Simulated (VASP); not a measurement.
Crystal: AlH5.

```
Al H
1.0
     3.78429    0.00000    0.00000
     0.00000    3.78429    0.00000
     0.00000    0.00000    3.78429
Al H
1 5
Direct
  0.00000 0.00000 0.00000
  0.33056 0.33056 0.33056
  0.66944 0.66944 0.33056
  0.66944 0.33056 0.66944
  0.33056 0.66944 0.66944
  0.50000 0.50000 0.50000
```

```yaml
Program: VASP 6.6.1
Task: relaxation of cell and atoms
Functional: PBE
Potentials_or_basis: VASP PAW PBE potentials, release 64 (Al, H)
Cutoff: 500 eV
k_mesh: 4 × 4 × 4
Occupations: gaussian, width 0.1 eV
Spin: no spin polarisation
```

At the start: pressure -10.3 GPa; volume 9.03 Å³/atom.

Question: Where does the relaxation end?

Answer: Over 8 steps the energy falls by 402.2 meV/atom and the volume is 6.94 Å³/atom (-23.1 %); space group P-43m (No. 215, to 0.05 Å).

Step by step:
```csv
step,energy change (eV),largest force (eV/Å),pressure (GPa),volume (Å³)
1,0.0000,2.3884,-10.28,54.19
2,-1.2439,1.7678,-10.82,49.77
3,-1.6658,2.4683,17.79,37.97
4,-2.2205,0.8398,-6.43,44.51
5,-2.3889,0.3803,2.07,41.03
6,-2.4114,0.0328,-1.00,42.03
7,-2.4122,0.0487,-0.38,41.80
8,-2.4130,0.0244,-0.30,41.66
```

Final structure:
```cif
data_structure
_symmetry_space_group_name_H-M 'P 1'
_symmetry_Int_Tables_number 1
_cell_length_a 3.4667
_cell_length_b 3.4667
_cell_length_c 3.4667
_cell_angle_alpha 90.000
_cell_angle_beta 90.000
_cell_angle_gamma 90.000
_cell_volume 41.66
loop_
_atom_site_label
_atom_site_type_symbol
_atom_site_fract_x
_atom_site_fract_y
_atom_site_fract_z
_atom_site_occupancy
Al1 Al 0.00000 0.00000 0.00000 1
H1 H 0.28057 0.28057 0.28057 1
H2 H 0.71943 0.71943 0.28057 1
H3 H 0.71943 0.28057 0.71943 1
H4 H 0.28057 0.71943 0.71943 1
H5 H 0.50000 0.50000 0.50000 1
```

Caveat: the k points lie up to 0.45 Å⁻¹ apart in the final cell; the volume moved by over 15 % at a fixed basis, so the end points are rough.
